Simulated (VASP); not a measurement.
Input of a VASP 6.6.1 run:

INCAR

```
  ALGO = Normal
  EDIFF = 1E-7
  ENCUT = 520
  GGA = PE
  ISIF = 2
  ISMEAR = 0
  LASPH = True
  LCHARG = False
  LREAL = False
  LWAVE = False
  NBANDS = 21
  NELM = 60
  PREC = Accurate
  SIGMA = 0.01
```

The input KPOINTS:

```
k-points
0
Gamma
  6 6 6
```

The input POSCAR:

```
PbF2
1.0
    0.0000000000      2.9604388882      2.9604388882
    2.9604388882      0.0000000000      2.9604388882
    2.9604388882      2.9604388882      0.0000000000
Pb F
1 2
Direct
    0.0000000000      0.0000000000      0.0000000000
    0.2500000000      0.2500000000      0.2500000000
    0.7500000000      0.7500000000      0.7500000000
```

Potentials or basis: VASP PAW PBE potentials, release 64 (Pb_d, F).

Run with:

```sh
$ cat potpaw_PBE.64/Pb_d/POTCAR potpaw_PBE.64/F/POTCAR > POTCAR
$ mpirun -np 1 vasp_std > vasp.out
```

Estimate the band gap on the k mesh.

4.44 eV, indirect (least direct gap 4.56 eV).

Estimate the pressure.

2.7 GPa.

Caveat: spin-orbit coupling is left out, which moves the levels of the heavy elements. A k mesh can miss the band edges.
